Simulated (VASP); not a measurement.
Input of a VASP 6.6.1 run:

Contents of INCAR:

```
PREC = Accurate
ENCUT = 500
EDIFF = 1E-6
ISMEAR = 0
SIGMA = 0.1
LREAL = F
LASPH = T
NELM = 120
ALGO = Normal
ISIF = 2
LWAVE = F
LCHARG = F
GGA = PS
NBANDS = 12
GGA_COMPAT = F
```

Contents of KPOINTS:

```
regular mesh
0
Gamma
  18 18 18
```

POSCAR

```
In
1.0
   -1.7032065585      1.7032065585      1.5258837490
    1.7032065585     -1.7032065585      1.5258837490
    1.7032065585      1.7032065585     -1.5258837490
In
1
Direct
    0.0000000000      0.0000000000      0.0000000000
```

Potentials or basis: VASP PAW PBE potentials, release 64 (In_d).

Run with:

```console
$ cat potpaw_PBE.64/In_d/POTCAR > POTCAR
$ mpirun -np 1 vasp_std > vasp.out
```

Problem. Estimate the pressure.

Solution. 43.4 GPa.

Stress tensor (GPa, compression positive):
```
43.90  0.00  0.00
 0.00 43.90  0.00
 0.00  0.00 42.51
```

Caveat: the cell differs from its parent crystal (Sc replaced by In, lengths x 0.901, strained); the PAW data sets were made with another functional, which shifts forces and pressure a little.
